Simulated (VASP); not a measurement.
Write the native input for VASP 6.6.1 that does the following.

```yaml
Task: single point
Functional: PBE
Potentials_or_basis: VASP PAW PBE potentials, release 64 (Li_sv)
Cutoff: 520 eV
k_mesh: 14 × 14 × 8
Occupations: fermi-dirac, width 0.1 eV
Spin: no spin polarisation
Dipole_correction: no
Further_INCAR_settings: ALGO = Normal; EDIFF = 1e-06; NBANDS = 10
```

The structure of Li lies in POSCAR:

```
Li
1.0
    2.9309121497      0.0000000000      0.0000000000
   -1.4654560748      2.5382443779      0.0000000000
    0.0000000000      0.0000000000      4.7911675366
Li
2
Direct
    0.3333333333      0.6666666667      0.2500000000
    0.6666666667      0.3333333333      0.7500000000
```

This cell differs from its parent crystal: volume scaled by 0.88.

The input as run:

INCAR

```
PREC = Accurate
ENCUT = 520
EDIFF = 1E-6
ISMEAR = -1
SIGMA = 0.1
LREAL = F
LASPH = T
NELM = 60
ALGO = Normal
ISIF = 2
LWAVE = F
LCHARG = T
GGA = PE
LELF = T
LVHAR = T
NBANDS = 10
```

KPOINTS

```
regular mesh
0
Gamma
  14 14 8
```

Potentials or basis: VASP PAW PBE potentials, release 64 (Li_sv).

Command:

```sh
$ cat potpaw_PBE.64/Li_sv/POTCAR > POTCAR
$ mpirun -np 1 vasp_std > vasp.out
```

Results of the run:

| Quantity | Value |
| --- | --- |
| Band gap on the k mesh | zero (band 3 reaches 3.04 eV, above the bottom of band 4 at -1.56 eV) |

Wall time 22 s on 1 thread of AMD EPYC 9R45 (Zen 5) (shared host), peak memory 0.13 GiB.
